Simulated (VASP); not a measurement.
# Si (P6_3/mmc) in VASP: further runs

Si is run at these levels: LDA; tasks: single point.

All numbers are computed with VASP 6.6.1; they aren't measurements. Logs are shortened: lines on timing, memory, paths and dates and some standing lists are left out, and cuts for length are marked.

## (1) The cell of the first run

Symmetry: P6_3/mmc, No. 194, hexagonal system. The conventional cell has a = 2.599 Å, b = 2.599 Å, c = 4.281 Å, α = 90.00°, β = 90.00°, γ = 120.00°. Within 3.4 Å of Si (site symmetry -6m2) lie 12 Si at 2.60 to 2.61 Å.

This isn't the form of Si at room conditions, which is diamond.

## (2) Single point, LDA (strain -0.025 along x and y, -0.050 along z)

File INCAR:

```
ALGO = Normal
EDIFF = 1E-7
ENCUT = 520
GGA = CA
ISIF = 2
ISMEAR = 0
LASPH = True
LCHARG = False
LREAL = False
LWAVE = False
NBANDS = 11
NELM = 60
PREC = Accurate
SIGMA = 0.15
```

File KPOINTS:

```
k-points
0
Gamma
  24 24 10
```

File POSCAR:

```
Si
1.0
    2.5989380717      0.0000000000      0.0000000000
   -1.2994690358      2.2507463929      0.0000000000
    0.0000000000      0.0000000000      4.2809558065
Si
2
Direct
    0.3333333333      0.6666666667      0.2500000000
    0.6666666667      0.3333333333      0.7500000000
```

Potentials or basis: VASP PAW LDA potentials, release 64 (Si).

On the command line:

```
cat potpaw_LDA.64/Si/POTCAR > POTCAR
mpirun -np 1 vasp_std > vasp.out
```

OUTCAR:

```text
EDIFF = 1E-7
   ENCUT = 520
   GGA = CA
   ISIF = 2
   ISMEAR = 0
   LASPH = True
   LREAL = False
   NELM = 60
   PREC = Accurate

 ion  position               nearest neighbor table
   1  0.333  0.667  0.250-   2 2.61   2 2.61   2 2.61   2 2.61   2 2.61   2 2.61
   2  0.667  0.333  0.750-   1 2.61   1 2.61   1 2.61   1 2.61   1 2.61   1 2.61

  LATTYP: Found a hexagonal cell.
 ALAT       =     2.5989380717
 C/A-ratio  =     1.6471942341

  Lattice vectors:

 A1 = (   2.5989380717,   0.0000000000,   0.0000000000)
 A2 = (  -1.2994690358,   2.2507463929,   0.0000000000)
 A3 = (   0.0000000000,   0.0000000000,   4.2809558065)

Analysis of symmetry for initial positions (statically):
=====================================================================
 Subroutine PRICEL returns:
 Original cell was already a primitive cell.

 Routine SETGRP: Setting up the symmetry group for a
 hexagonal supercell.

 Subroutine GETGRP returns: Found 24 space group operations
 (whereof 12 operations were pure point group operations)
 out of a pool of 24 trial point group operations.

The static configuration has the point symmetry D_3d.
 The point group associated with its full space group is D_6h.

Analysis of symmetry for dynamics (positions and initial velocities):
=====================================================================
 Subroutine PRICEL returns:
 Original cell was already a primitive cell.

 Routine SETGRP: Setting up the symmetry group for a
 hexagonal supercell.

 Subroutine GETGRP returns: Found 24 space group operations
 (whereof 12 operations were pure point group operations)
 out of a pool of 24 trial point group operations.

The dynamic configuration has the point symmetry D_3d.
 The point group associated with its full space group is D_6h.

 Subroutine INISYM returns: Found 24 space group operations
 (whereof 12 operations are pure point group operations),
 and found     1 'primitive' translations

----------------------------------------------------------------------------------------

                                     Primitive cell

  volume of cell :      25.0417

  direct lattice vectors                    reciprocal lattice vectors
     2.598938072  0.000000000  0.000000000     0.384772539  0.222148529  0.000000000
    -1.299469036  2.250746393  0.000000000     0.000000000  0.444297058  0.000000000
     0.000000000  0.000000000  4.280955806     0.000000000  0.000000000  0.233592694

  length of vectors
     2.598938072  2.598938072  4.280955806     0.444297058  0.444297058  0.233592694

  position of ions in fractional coordinates (direct lattice)
     0.333333333  0.666666667  0.250000000
     0.666666667  0.333333333  0.750000000

  ion indices of the primitive-cell ions
   primitive index   ion index
                 1           1
                 2           2

----------------------------------------------------------------------------------------

 KPOINTS: k-points

Automatic generation of k-mesh.
 Grid dimensions read from file:
 generate k-points for:   24   24   10

 Generating k-lattice:

  Cartesian coordinates                     Fractional coordinates (reciprocal lattice)
     0.016032189  0.009256189  0.000000000     0.041666667  0.000000000  0.000000000
     0.000000000  0.018512377  0.000000000     0.000000000  0.041666667  0.000000000
     0.000000000  0.000000000  0.023359269     0.000000000  0.000000000  0.100000000

  Length of vectors
     0.018512377  0.018512377  0.023359269

  Shift w.r.t. Gamma in fractional coordinates (k-lattice)
     0.000000000  0.000000000  0.000000000

 Subroutine IBZKPT returns following result:
 ===========================================

 Found    366 irreducible k-points:

 Following reciprocal coordinates:
            Coordinates               Weight
  0.000000  0.000000  0.000000      1.000000
  0.041667  0.000000  0.000000      6.000000
  0.083333  0.000000  0.000000      6.000000
  0.125000  0.000000  0.000000      6.000000
  0.166667  0.000000  0.000000      6.000000
  0.208333  0.000000  0.000000      6.000000
[... 16 lines left out ...]
  0.416667  0.041667  0.000000     12.000000
  0.458333  0.041667  0.000000     12.000000
 [... further k-points ...]
   k-points           NKPTS =    366   k-points in BZ     NKDIM =    366   number of bands    NBANDS=     11
   number of dos      NEDOS =    301   number of ions     NIONS =      2
   total plane-waves  NPLWV =  12800
   dimension x,y,z NGX =    20 NGY =   20 NGZ =   32
   dimension x,y,z NGXF=    40 NGYF=   40 NGZF=   64
   ions per type =               2
   NGX,Y,Z   is equivalent  to a cutoff of  12.79, 12.79, 12.43 a.u.
   NGXF,Y,Z  is equivalent  to a cutoff of  25.59, 25.59, 24.85 a.u.
 SYSTEM =  unknown system
   PREC   = accura    normal or accurate (medium, high low for compatibility)
   ISTART =      0    job   : 0-new  1-cont  2-samecut
   ICHARG =      2    charge: 1-file 2-atom 10-const
   ISPIN  =      1    spin polarized calculation?
   LNONCOLLINEAR =      F non collinear calculations
   LSORBIT =      F    spin-orbit coupling
   LASPH  =      T    aspherical Exc in radial PAW
   ENCUT  =  520.0 eV  38.22 Ry    6.18 a.u.   4.83  4.83  7.96*2*pi/ulx,y,z
   NELM   =     60;   NELMIN=  2; NELMDL= -5     # of ELM steps
   EDIFF  = 0.1E-06   stopping-criterion for ELM
   LREAL  =      F    real-space projection
   EDIFFG = 0.1E-05   stopping-criterion for IOM
   NSW    =      0    number of steps for IOM
   IBRION =     -1    ionic relax: 0-MD 1-quasi-New 2-CG
   NFREE  =      0    steps in history (QN), initial steepest desc. (CG)
   ISIF   =      2    stress and relaxation
   ISYM   =      2    0-nonsym 1-usesym 2-fastsym
   POTIM  = 0.5000    time-step for ionic-motion
   TEBEG  =    0.0;   TEEND  =   0.0 temperature during run
   PSTRESS=    0.0 pullay stress
   NELECT =       8.0000    total number of electrons
   NUPDOWN=      -1.0000    fix difference up-down
   EMIN   =  10.00;   EMAX   =-10.00  energy-range for DOS
   EFERMI =   0.00;   METHOD = LEGACY
   ISMEAR =     0;   SIGMA  =   0.15  broadening in eV -4-tet -1-fermi 0-gaus
   EFERMI_NEDOS =   21; number of points for ismear=-14 and -15
   IALGO  =     38    algorithm
   IMIX   =      4    mixing-type and parameters
     AMIX     =   0.40;   BMIX     =  1.00
     AMIX_MAG =   1.60;   BMIX_MAG =  1.00
  volume/ion in A,a.u.               =      12.52        84.49
  Fermi-wavevector in a.u.,A,eV,Ry     =   1.119138  2.114865 17.040895  1.252470
  Thomas-Fermi vector in A             =   2.255775
   LORBIT       =      0    0 simple, 1 ext, 2 COOP (PROOUT), +10 PAW based schemes
   GGA     = CA    functional components
   LHFCALC =     F    Hartree Fock is set to
   AEXX    =    0.0000 exact exchange contribution
   IVDW    =     0    specifies the selected vdW correction
   LEPSILON=     F    determine dielectric tensor
   LRPA    =     F    only Hartree local field effects (RPA)
 non-spin polarized calculation
 Gauss-broadening in eV      SIGMA  =   0.15
  energy-cutoff  :      520.00
  volume of cell :       25.04
 maximum number of plane-waves:       690
 NGX is ok and might be reduce to    20
   NGX =  9   NGY =  9   NGZ = 15

 number of electron       8.0000000 magnetization

 Free energy of the ion-electron system (eV)
  ---------------------------------------------------
  ext. energy  EPLUGINS =         0.00000000
  ---------------------------------------------------
  free energy    TOTEN  =       -10.99539008 eV

  energy without entropy =      -10.98654855  energy(sigma->0) =      -10.99096932

 E-fermi :  12.1582     XC(G=0): -11.8576

 val. band max:       12.1545083761   @ k =   0.2083   0.1250   0.3000
 cond. band min:      12.1608092127   @ k =   0.2500   0.0417   0.4000
 fundamental gap:      0.0063008366
 Fermi energy:        12.1581765519

 k-point     1 :       0.0000    0.0000    0.0000
  band No.  band energies     occupation
      1      -3.6282      2.00000
      2       4.0021      2.00000
      3       4.2571      2.00000
      4      21.4966      0.00000
      5      21.4966      0.00000
      6      22.6640      0.00000
      7      22.6640      0.00000
      8      24.0379      0.00000
      9      24.9230      0.00000
     10      26.1674      0.00000
     11      27.4195      0.00000

 k-point     2 :       0.0417    0.0000    0.0000
  band No.  band energies     occupation
      1      -3.5785      2.00000
      2       4.0508      2.00000
      3       4.3037      2.00000
      4      20.5445      0.00000
      5      20.9443      0.00000
      6      22.5690      0.00000
      7      23.2901      0.00000
      8      24.5083      0.00000
      9      24.8675      0.00000
     10      26.3010      0.00000
     11      26.7294      0.00000

 k-point     3 :       0.0833    0.0000    0.0000
  band No.  band energies     occupation
      1      -3.4295      2.00000
      2       4.1967      2.00000
      3       4.4434      2.00000
      4      18.8831      0.00000
      5      20.1187      0.00000
      6      22.0981      0.00000
      7      24.3011      0.00000
      8      24.5886      0.00000
      9      24.7852      0.00000
     10      25.3865      0.00000
     11      26.0015      0.00000
[... 267 lines left out ...]
 k-point    23 :       0.4167    0.0417    0.0000
  band No.  band energies     occupation
      1       1.7966      2.00000
      2       5.2573      2.00000
      3       9.3206      2.00000
      4       9.3385      2.00000
      5      12.6515      0.00000
      6      12.9985      0.00000
      7      15.2040      0.00000
      8      19.1187      0.00000
      9      21.5520      0.00000
     10      22.8683      0.00000
     11      25.8969      0.00000

 k-point    24 :       0.4583    0.0417    0.0000
  band No.  band energies     occupation
      1       2.8231      2.00000
      2       4.0645      2.00000
      3      10.1263      2.00000
      4      10.2801      2.00000
      5      11.5446      2.00000
      6      12.0138      1.82653
      7      15.1103      0.00000
      8      19.0304      0.00000
      9      21.4751      0.00000
     10      22.7746      0.00000
     11      25.8403      0.00000

 [... further k-points ...]

------------------------ aborting loop because EDIFF is reached ----------------------------------------

  FORCE on cell =-STRESS in cart. coord.  units (eV):
  Direction    XX          YY          ZZ          XY          YZ          ZX
  --------------------------------------------------------------------------------------
  -------------------------------------------------------------------------------------
  Total        1.6380453      1.6380453      2.2057414      0.0000000     -0.0000000      0.0000000
  in kB      104.8028871    104.8028871    141.1243430      0.0000000     -0.0000000      0.0000000
  external PRESSURE =     116.9100391 kB  Pullay stress =       0.0000000 kB

 VOLUME and BASIS-vectors are now :
 -----------------------------------------------------------------------------
  energy-cutoff  :      520.00
  volume of cell :       25.04
      direct lattice vectors                 reciprocal lattice vectors
     2.598938072  0.000000000  0.000000000     0.384772539  0.222148529  0.000000000
    -1.299469036  2.250746393  0.000000000     0.000000000  0.444297058  0.000000000
     0.000000000  0.000000000  4.280955806     0.000000000  0.000000000  0.233592694

 POSITION                                       TOTAL-FORCE (eV/Angst)
 -----------------------------------------------------------------------------------
     -0.00000      1.50050      1.07024        -0.000000      0.000000      0.000000
      1.29947      0.75025      3.21072         0.000000     -0.000000      0.000000
 -----------------------------------------------------------------------------------
    total drift:                                0.000000     -0.000000      0.000000

  FREE ENERGIE OF THE ION-ELECTRON SYSTEM (eV)
  ---------------------------------------------------
  free  energy   TOTEN  =       -10.9953900838 eV

  energy  without entropy=      -10.9865485544  energy(sigma->0) =      -10.99096932
```

Wall time 24 s (1 thread of Intel Xeon 6975P-C (Granite Rapids), shared host); peak memory 0.18 GiB.

What came out:

```yaml
Free_energy: -10.9954 eV
Pressure: 11.7 GPa
Band_gap_on_the_k_mesh: zero (bands 4 and 5 overlap by 13.57 eV)
```

Stress tensor (GPa, compression positive):
```
10.48  0.00  0.00
 0.00 10.48  0.00
 0.00  0.00 14.11
```

Caveat: the cell differs from its parent crystal (strain -0.025 along x and y, -0.050 along z); the cell stands under pressure.

(Continued in part 2 of 2.)
